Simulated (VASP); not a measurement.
# MgI2 (P-3m1) in VASP: further runs

MgI2 is run at these levels: revPBE, BLYP, r2SCAN, LDA; tasks: single point, relaxation of cell and atoms.

All numbers are computed with VASP 6.6.1; they aren't measurements. Logs are shortened: lines on timing, memory, paths and dates and some standing lists are left out, and cuts for length are marked.

### 1 The cell of the first run

Symmetry: P-3m1, No. 164, trigonal system. Conventional cell: a = 4.268 Å, b = 4.268 Å, c = 9.393 Å, α = 90.00°, β = 90.00°, γ = 120.00°. Within 3.9 Å of I (site symmetry 3m) lie 3 Mg at 2.98 Å. Within 3.9 Å of Mg (site symmetry -3m) lie 6 I at 2.98 Å.

### 2 Single point, revPBE

Input file INCAR:

```
PREC = Accurate ; ENCUT = 520
EDIFF = 1E-6 ; ISMEAR = -1
SIGMA = 0.05 ; LREAL = False
LASPH = True ; NELM = 80
ALGO = Normal ; ISIF = 2
LWAVE = False ; LCHARG = False
GGA = RE ; NBANDS = 15
```

Input file KPOINTS:

```
regular mesh
0
Gamma
  8 8 4
```

Input file POSCAR:

```
MgI2
1.0
    4.2675842139      0.0000000000      0.0000000000
   -2.1337921069      3.6958363420      0.0000000000
    0.0000000000      0.0000000000      9.3927327741
I Mg
2 1
Direct
    0.6666666667      0.3333333333      0.8214642507
    0.3333333333      0.6666666667      0.1785357493
    0.0000000000      0.0000000000      0.0000000000
```

Potentials or basis: VASP PAW PBE potentials, release 64 (I, Mg).

Run with:

```sh
> cat potpaw_PBE.64/I/POTCAR potpaw_PBE.64/Mg/POTCAR > POTCAR
> mpirun -np 1 vasp_std > vasp.out
```

OUTCAR:

```text
PREC = Accurate
   ENCUT = 520
   EDIFF = 1E-6
   ISMEAR = -1
   LREAL = False
   LASPH = True
   NELM = 80
   ISIF = 2
   GGA = RE

 ion  position               nearest neighbor table
   1  0.667  0.333  0.821-   3 2.98   3 2.98   3 2.98
   2  0.333  0.667  0.179-   3 2.98   3 2.98   3 2.98
   3  0.000  0.000  0.000-   1 2.98   2 2.98   2 2.98   1 2.98   1 2.98   2 2.98

  LATTYP: Found a hexagonal cell.
 ALAT       =     4.2675842139
 C/A-ratio  =     2.2009484297

  Lattice vectors:

 A1 = (   4.2675842139,   0.0000000000,   0.0000000000)
 A2 = (  -2.1337921069,   3.6958363420,   0.0000000000)
 A3 = (   0.0000000000,   0.0000000000,   9.3927327741)

Analysis of symmetry for initial positions (statically):
=====================================================================
 Subroutine PRICEL returns:
 Original cell was already a primitive cell.

 Routine SETGRP: Setting up the symmetry group for a
 hexagonal supercell.

 Subroutine GETGRP returns: Found 12 space group operations
 (whereof 12 operations were pure point group operations)
 out of a pool of 24 trial point group operations.

The static configuration has the point symmetry D_3d.

Analysis of symmetry for dynamics (positions and initial velocities):
=====================================================================
 Subroutine PRICEL returns:
 Original cell was already a primitive cell.

 Routine SETGRP: Setting up the symmetry group for a
 hexagonal supercell.

 Subroutine GETGRP returns: Found 12 space group operations
 (whereof 12 operations were pure point group operations)
 out of a pool of 24 trial point group operations.

The dynamic configuration has the point symmetry D_3d.

 Subroutine INISYM returns: Found 12 space group operations
 (whereof 12 operations are pure point group operations),
 and found     1 'primitive' translations

----------------------------------------------------------------------------------------

                                     Primitive cell

  volume of cell :     148.1449

  direct lattice vectors                    reciprocal lattice vectors
     4.267584214  0.000000000  0.000000000     0.234324608  0.135287376  0.000000000
    -2.133792107  3.695836342  0.000000000     0.000000000  0.270574752  0.000000000
     0.000000000  0.000000000  9.392732774     0.000000000  0.000000000  0.106465288

  length of vectors
     4.267584214  4.267584214  9.392732774     0.270574752  0.270574752  0.106465288

  position of ions in fractional coordinates (direct lattice)
     0.666666667  0.333333333  0.821464251
     0.333333333  0.666666667  0.178535749
     0.000000000  0.000000000  0.000000000

  ion indices of the primitive-cell ions
   primitive index   ion index
                 1           1
                 2           2
                 3           3

----------------------------------------------------------------------------------------

 KPOINTS: regular mesh

Automatic generation of k-mesh.
 Grid dimensions read from file:
 generate k-points for:    8    8    4

 Generating k-lattice:

  Cartesian coordinates                     Fractional coordinates (reciprocal lattice)
     0.029290576  0.016910922  0.000000000     0.125000000  0.000000000  0.000000000
     0.000000000  0.033821844  0.000000000     0.000000000  0.125000000  0.000000000
     0.000000000  0.000000000  0.026616322     0.000000000  0.000000000  0.250000000

  Length of vectors
     0.033821844  0.033821844  0.026616322

  Shift w.r.t. Gamma in fractional coordinates (k-lattice)
     0.000000000  0.000000000  0.000000000

 Subroutine IBZKPT returns following result:
 ===========================================

 Found     35 irreducible k-points:

 Following reciprocal coordinates:
            Coordinates               Weight
  0.000000  0.000000  0.000000      1.000000
  0.125000  0.000000  0.000000      6.000000
  0.250000  0.000000  0.000000      6.000000
  0.375000  0.000000  0.000000      6.000000
  0.500000  0.000000  0.000000      3.000000
  0.125000  0.125000  0.000000      6.000000
[... 16 lines left out ...]
 -0.125000  0.500000  0.250000     12.000000
  0.250000  0.250000  0.250000     12.000000
 [... further k-points ...]
   k-points           NKPTS =     35   k-points in BZ     NKDIM =     35   number of bands    NBANDS=     15
   number of dos      NEDOS =    301   number of ions     NIONS =      3
   total plane-waves  NPLWV =  71680
   dimension x,y,z NGX =    32 NGY =   32 NGZ =   70
   dimension x,y,z NGXF=    64 NGYF=   64 NGZF=  140
   ions per type =               2   1
   NGX,Y,Z   is equivalent  to a cutoff of  12.47, 12.47, 12.39 a.u.
   NGXF,Y,Z  is equivalent  to a cutoff of  24.93, 24.93, 24.78 a.u.
 SYSTEM =  unknown system
   PREC   = accura    normal or accurate (medium, high low for compatibility)
   ISTART =      0    job   : 0-new  1-cont  2-samecut
   ICHARG =      2    charge: 1-file 2-atom 10-const
   ISPIN  =      1    spin polarized calculation?
   LNONCOLLINEAR =      F non collinear calculations
   LSORBIT =      F    spin-orbit coupling
   LASPH  =      T    aspherical Exc in radial PAW
   ENCUT  =  520.0 eV  38.22 Ry    6.18 a.u.   7.93  7.93 17.46*2*pi/ulx,y,z
   NELM   =     80;   NELMIN=  2; NELMDL= -5     # of ELM steps
   EDIFF  = 0.1E-05   stopping-criterion for ELM
   LREAL  =      F    real-space projection
   EDIFFG = 0.1E-04   stopping-criterion for IOM
   NSW    =      0    number of steps for IOM
   IBRION =     -1    ionic relax: 0-MD 1-quasi-New 2-CG
   NFREE  =      0    steps in history (QN), initial steepest desc. (CG)
   ISIF   =      2    stress and relaxation
   ISYM   =      2    0-nonsym 1-usesym 2-fastsym
   POTIM  = 0.5000    time-step for ionic-motion
   TEBEG  =    0.0;   TEEND  =   0.0 temperature during run
   PSTRESS=    0.0 pullay stress
   NELECT =      16.0000    total number of electrons
   NUPDOWN=      -1.0000    fix difference up-down
   EMIN   =  10.00;   EMAX   =-10.00  energy-range for DOS
   EFERMI =   0.00;   METHOD = LEGACY
   ISMEAR =    -1;   SIGMA  =   0.05  broadening in eV -4-tet -1-fermi 0-gaus
   EFERMI_NEDOS =   21; number of points for ismear=-14 and -15
   IALGO  =     38    algorithm
   IMIX   =      4    mixing-type and parameters
     AMIX     =   0.40;   BMIX     =  1.00
     AMIX_MAG =   1.60;   BMIX_MAG =  1.00
  volume/ion in A,a.u.               =      49.38       333.24
  Fermi-wavevector in a.u.,A,eV,Ry     =   0.779625  1.473278  8.269832  0.607816
  Thomas-Fermi vector in A             =   1.882768
   LORBIT       =      0    0 simple, 1 ext, 2 COOP (PROOUT), +10 PAW based schemes
   GGA     = RE    functional components
   LHFCALC =     F    Hartree Fock is set to
   AEXX    =    0.0000 exact exchange contribution
   IVDW    =     0    specifies the selected vdW correction
   LEPSILON=     F    determine dielectric tensor
   LRPA    =     F    only Hartree local field effects (RPA)
 non-spin polarized calculation
  energy-cutoff  :      520.00
  volume of cell :      148.14
 maximum number of plane-waves:      4010
   NGX = 15   NGY = 15   NGZ = 35

 number of electron      16.0000001 magnetization

 Free energy of the ion-electron system (eV)
  ---------------------------------------------------
  ext. energy  EPLUGINS =         0.00000000
  ---------------------------------------------------
  free energy    TOTEN  =        -7.15868503 eV

  energy without entropy =       -7.15868503  energy(sigma->0) =       -7.15868503

 E-fermi :   0.6394     XC(G=0):  -6.2609

 val. band max:       -0.4859501255   @ k =   0.0000   0.0000   0.0000
 cond. band min:       3.2446522522   @ k =   0.5000   0.0000   0.5000
 fundamental gap:      3.7306023778
 Fermi energy:         0.6394355152

 k-point     1 :       0.0000    0.0000    0.0000
  band No.  band energies     occupation
      1     -12.0368      2.00000
      2     -11.5601      2.00000
      3      -3.1626      2.00000
      4      -0.8881      2.00000
      5      -0.7451      2.00000
      6      -0.7451      2.00000
      7      -0.4860      2.00000
      8      -0.4860      2.00000
      9       3.3778      0.00000
     10       4.5006      0.00000
     11       5.8230      0.00000
     12       6.2062      0.00000
     13       6.2062      0.00000
     14       7.6783      0.00000
     15       7.6783      0.00000

 k-point     2 :       0.1250    0.0000    0.0000
  band No.  band energies     occupation
      1     -11.9716      2.00000
      2     -11.5232      2.00000
      3      -3.1081      2.00000
      4      -1.3335      2.00000
      5      -0.9106      2.00000
      6      -0.9089      2.00000
      7      -0.7887      2.00000
      8      -0.5124      2.00000
      9       3.8250      0.00000
     10       4.9752      0.00000
     11       5.4765      0.00000
     12       6.4527      0.00000
     13       6.5637      0.00000
     14       7.0751      0.00000
     15       7.9643      0.00000

 k-point     3 :       0.2500    0.0000    0.0000
  band No.  band energies     occupation
      1     -11.8005      2.00000
      2     -11.4366      2.00000
      3      -3.0723      2.00000
      4      -2.2360      2.00000
      5      -1.5489      2.00000
      6      -1.2088      2.00000
      7      -0.8182      2.00000
      8      -0.6381      2.00000
      9       3.9964      0.00000
     10       4.9977      0.00000
     11       6.1064      0.00000
     12       6.2913      0.00000
     13       6.8622      0.00000
     14       7.3140      0.00000
     15       7.8949      0.00000

 k-point     4 :       0.3750    0.0000    0.0000
  band No.  band energies     occupation
      1     -11.5967      2.00000
      2     -11.3638      2.00000
      3      -3.3935      2.00000
      4      -2.8053      2.00000
      5      -1.7286      2.00000
      6      -1.4508      2.00000
      7      -0.9106      2.00000
      8      -0.7819      2.00000
      9       3.4840      0.00000
     10       5.1124      0.00000
     11       5.7133      0.00000
     12       6.7683      0.00000
     13       6.9313      0.00000
     14       6.9473      0.00000
     15       8.6971      0.00000
[... 307 lines left out ...]
 k-point    22 :       0.3750    0.1250    0.2500
  band No.  band energies     occupation
      1     -11.4950      2.00000
      2     -11.3459      2.00000
      3      -3.4946      2.00000
      4      -2.8824      2.00000
      5      -1.8958      2.00000
      6      -1.6439      2.00000
      7      -1.0648      2.00000
      8      -0.9078      2.00000
      9       3.6376      0.00000
     10       5.4608      0.00000
     11       5.8773      0.00000
     12       6.4536      0.00000
     13       6.6553      0.00000
     14       8.0424      0.00000
     15       8.4726      0.00000

 k-point    23 :      -0.1250    0.5000    0.2500
  band No.  band energies     occupation
      1     -11.4950      2.00000
      2     -11.3459      2.00000
      3      -3.4959      2.00000
      4      -2.8793      2.00000
      5      -1.9015      2.00000
      6      -1.6369      2.00000
      7      -1.0725      2.00000
      8      -0.9047      2.00000
      9       3.6374      0.00000
     10       5.6461      0.00000
     11       5.7992      0.00000
     12       6.2647      0.00000
     13       6.7338      0.00000
     14       7.7215      0.00000
     15       8.6659      0.00000

 k-point    24 :       0.2500    0.2500    0.2500
  band No.  band energies     occupation
      1     -11.5018      2.00000
      2     -11.3403      2.00000
      3      -3.3209      2.00000
      4      -2.6998      2.00000
      5      -2.2831      2.00000
      6      -1.6821      2.00000
      7      -1.2787      2.00000
      8      -0.8560      2.00000
      9       4.0408      0.00000
     10       5.7369      0.00000
     11       6.4194      0.00000
     12       6.9352      0.00000
     13       7.0637      0.00000
     14       7.2072      0.00000
     15       7.6699      0.00000

 [... further k-points ...]
[... 5 lines left out ...]
  --------------------------------------------------------------------------------------
  -------------------------------------------------------------------------------------
  Total       -0.0611252     -0.0611252     -0.0481947     -0.0000000     -0.0000000      0.0000000
  in kB       -0.6610643     -0.6610643     -0.5212224     -0.0000000     -0.0000000      0.0000000
  external PRESSURE =      -0.6144504 kB  Pullay stress =       0.0000000 kB

 VOLUME and BASIS-vectors are now :
 -----------------------------------------------------------------------------
  energy-cutoff  :      520.00
  volume of cell :      148.14
      direct lattice vectors                 reciprocal lattice vectors
     4.267584214  0.000000000  0.000000000     0.234324608  0.135287376  0.000000000
    -2.133792107  3.695836342  0.000000000     0.000000000  0.270574752  0.000000000
     0.000000000  0.000000000  9.392732774     0.000000000  0.000000000  0.106465288

 POSITION                                       TOTAL-FORCE (eV/Angst)
 -----------------------------------------------------------------------------------
      2.13379      1.23195      7.71579         0.000000      0.000000      0.014023
     -0.00000      2.46389      1.67694         0.000000      0.000000     -0.014023
      0.00000      0.00000      0.00000        -0.000000      0.000000      0.000000
 -----------------------------------------------------------------------------------
    total drift:                               -0.000000      0.000000     -0.000000

  FREE ENERGIE OF THE ION-ELECTRON SYSTEM (eV)
  ---------------------------------------------------
  free  energy   TOTEN  =        -7.1586850320 eV

  energy  without entropy=       -7.1586850319  energy(sigma->0) =       -7.15868503
```

Wall time 35 s (1 thread of AMD EPYC 9R45 (Zen 5), shared host); peak memory 0.25 GiB.

What came out:

| Item | Value |
| --- | --- |
| Free energy | -7.1587 eV |
| Pressure | -0.1 GPa |
| Largest force | 0.014 eV/Å |
| Band gap on the k mesh | 3.73 eV, indirect (least direct gap 3.86 eV) |

Forces in eV/Å, atoms in the order of the input:
```
I    0.000  0.000  0.014
I    0.000  0.000 -0.014
Mg   0.000  0.000  0.000
```

Levels at points of the mesh, in eV from the valence-band top:
```csv
k point,band 4,band 5,band 6,band 7,band 8,band 9,band 10,band 11,band 12,band 13
"(0.00, 0.00, 0.00)",-0.40,-0.26,-0.26,0.00,0.00,3.86,4.99,6.31,6.69,6.69
"(0.50, 0.00, 0.00)",-2.51,-1.14,-1.05,-0.52,-0.36,3.74,5.60,5.99,7.09,7.41
"(0.00, 0.00, 0.50)",-0.49,-0.26,-0.26,0.00,0.00,4.14,4.96,6.21,6.69,6.69
"(0.50, 0.00, 0.50)",-2.52,-1.12,-1.05,-0.53,-0.36,3.73,5.61,5.94,6.64,7.45
```

Caveat: the PAW data sets were made with another functional, which shifts forces and pressure a little; spin-orbit coupling is left out, which moves the levels of the heavy elements.

### 3 Single point, BLYP

This run uses another cell than the first one, of 52.64 Å³/atom, 1.066 times its volume.

Input file INCAR:

```
PREC = Accurate
ENCUT = 520
EDIFF = 1E-6
ISMEAR = -1
SIGMA = 0.05
LREAL = False
LASPH = True
NELM = 60
ALGO = Normal
ISIF = 2
LWAVE = False
LCHARG = False
GGA = B5
ALDAX = 1.0
AGGAX = 1.0
AGGAC = 1.0
ALDAC = 0.0
NBANDS = 15
```

KPOINTS is that of step 2.

Input file POSCAR:

```
MgI2
1.0
    4.3114684178      0.0000000000      0.0000000000
   -2.1557342089      3.7338411774      0.0000000000
    0.0000000000      0.0000000000      9.8105828016
I Mg
2 1
Direct
    0.6666666667      0.3333333333      0.8295386151
    0.3333333333      0.6666666667      0.1704613849
    0.0000000000      0.0000000000      0.0000000000
```

Potentials or basis: VASP PAW PBE potentials, release 64 (I, Mg).

Run with:

```sh
> cat potpaw_PBE.64/I/POTCAR potpaw_PBE.64/Mg/POTCAR > POTCAR
> mpirun -np 1 vasp_std > vasp.out
```

Run time: 71 s. Hardware: 1 thread of AMD EPYC 9R45 (Zen 5), shared host; peak memory 0.27 GiB.

It converged, with:

| Property | Result |
| --- | --- |
| Free energy | -6.5622 eV |
| Pressure | 0.0 GPa |
| Largest force | 0.008 eV/Å |
| Band gap on the k mesh | 3.62 eV, indirect (least direct gap 3.73 eV) |

Forces on the atoms (eV/Å):
```
I    0.000  0.000 -0.008
I    0.000  0.000  0.008
Mg   0.000  0.000  0.000
```

Levels at points of the mesh, in eV from the valence-band top:
```
           k point  band 6  band 7  band 8  band 9  band 10  band 11
(0.00, 0.00, 0.00)   -0.25    0.00    0.00    3.73     5.02     6.29
(0.50, 0.00, 0.00)   -1.01   -0.45   -0.32    3.63     5.64     6.15
(0.00, 0.00, 0.50)   -0.25    0.00    0.00    3.91     4.99     6.20
(0.50, 0.00, 0.50)   -1.01   -0.45   -0.32    3.62     5.65     6.12
```

Caveat: the PAW data sets were made with another functional, which shifts forces and pressure a little; spin-orbit coupling is left out, which moves the levels of the heavy elements.

(Continued in part 2 of 2.)
